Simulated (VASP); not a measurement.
Si: relaxation of cell and atoms with LDA

Si:

```
Si
1.0
     0.00000    2.70104    2.70104
     2.70104    0.00000    2.70104
     2.70104    2.70104    0.00000
Si
2
Direct
  0.00000 0.00000 0.00000
  0.25000 0.25000 0.25000
```

```json
{
 "Program": "VASP 6.6.1",
 "Task": "relaxation of cell and atoms",
 "Functional": "LDA",
 "Potentials or basis": "VASP PAW LDA potentials, release 64 (Si)",
 "Cutoff": "500 eV",
 "k mesh": "10 × 10 × 10",
 "Occupations": "gaussian, width 0.02 eV",
 "Spin": "no spin polarisation",
 "Dipole correction": "no",
 "Further INCAR settings": "ALGO = Normal; EDIFF = 1e-07; IBRION = 2; EDIFFG = -0.002; NSW = 100; ISIF = 3"
}
```

```yaml
Relaxed_volume: 19.71 Å³/atom
Relaxed_cell: a = 3.820 Å, b = 3.820 Å, c = 3.820 Å, α = 60.00°, β = 60.00°, γ = 60.00°
Space_group_after_relaxing_to_0.1_Å: Fd-3m (No. 227)
Energy_gained_by_relaxing: 0.0 meV/atom
Ionic_steps: 3
Pressure_after_relaxing: 0.0 GPa
Band_gap_on_the_k_mesh: 0.45 eV (least direct gap 2.53 eV)
```

Final structure:
```
Si
1.0
     0.00000    2.70141    2.70141
     2.70141    0.00000    2.70141
     2.70141    2.70141    0.00000
Si
2
Cartesian
  0.0000 0.0000 0.0000
  1.3507 1.3507 1.3507
```

Levels at points of the mesh, in eV from the valence-band top:
| k point | band 1 | band 2 | band 3 | band 4 | band 5 | band 6 | band 7 | band 8 |
| --- | --- | --- | --- | --- | --- | --- | --- | --- |
| (0.00, 0.00, 0.00) | -12.06 | 0.00 | 0.00 | 0.00 | 2.53 | 2.53 | 2.53 | 3.39 |
| (0.50, 0.00, 0.00) | -9.69 | -7.06 | -1.21 | -1.21 | 1.48 | 3.29 | 3.29 | 7.54 |
| (0.50, 0.50, 0.00) | -7.86 | -7.86 | -2.89 | -2.89 | 0.57 | 0.57 | 10.11 | 10.11 |

It took 23 s on 1 thread of Intel Xeon 8259CL, with other jobs on the host, peak memory 0.13 GiB.

A k mesh can miss the band edges.
